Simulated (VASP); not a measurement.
Set up this calculation in VASP 6.6.1, as the native input.

| Quantity | Value |
| --- | --- |
| Task | relaxation of cell and atoms |
| Functional | PBE |
| Potentials or basis | VASP PAW PBE potentials, release 64 (K_sv, Br) |
| Cutoff | 600 eV |
| k mesh | 4 × 4 × 4 |
| Occupations | gaussian, width 0.02 eV |
| Spin | no spin polarisation |
| Dipole correction | no |
| Further INCAR settings | ALGO = Normal; EDIFF = 1e-07; IBRION = 2; EDIFFG = -0.01; NSW = 100; ISIF = 3 |

The structure of KBr3 lies in POSCAR:

```
KBr3
1.0
    7.7121975719      0.0000000000      0.0000000000
    0.0000000000      7.7121975719      0.0000000000
    0.0000000000      0.0000000000     11.1090442064
K Br
1 3
Direct
    0.0000000000      0.0000000000      0.5000000000
    0.0000000000      0.0000000000      0.0000000000
    0.0000000000      0.0000000000      0.2299059811
    0.0000000000      0.0000000000      0.7700940189
```

The cell was generated, and may not be a known phase.

One way to write it, as run:

INCAR

```
SYSTEM = KBr3
PREC = Accurate
ENCUT = 600
EDIFF = 1E-7
ISMEAR = 0
SIGMA = 0.02
LREAL = .False.
LASPH = .True.
NELM = 100
ALGO = Normal
ISIF = 3
LWAVE = .False.
LCHARG = .False.
GGA = PE
IBRION = 2
NSW = 100
EDIFFG = -0.01
```

KPOINTS

```
Automatic mesh
0
Gamma
  4 4 4
  0 0 0
```

Potentials or basis: VASP PAW PBE potentials, release 64 (K_sv, Br).

Command:

```console
$ cat potpaw_PBE.64/K_sv/POTCAR potpaw_PBE.64/Br/POTCAR > POTCAR
$ mpirun -np 1 vasp_std > vasp.out
```

Results of the run:

* Relaxed cell: a = 10.293 Å, b = 10.293 Å, c = 11.168 Å, α = 90.00°, β = 90.00°, γ = 90.00°
* Space group after relaxing (to 0.1 Å): P4/mmm (No. 123)
* Energy gained by relaxing: 10.5 meV/atom
* Ionic steps: 39
* Pressure after relaxing: 0.0 GPa
* Largest force after relaxing: 0.009 eV/Å
* Band gap on the k mesh: 2.00 eV (least direct gap 2.02 eV)

Caveat: the relaxation moved the vacuum too, so the length across it says nothing of the material.

Run time: 2.3 h on 1 thread of Intel(R) Xeon(R) 6975P-C (Granite Rapids), on a shared host, peak memory 0.99 GiB.
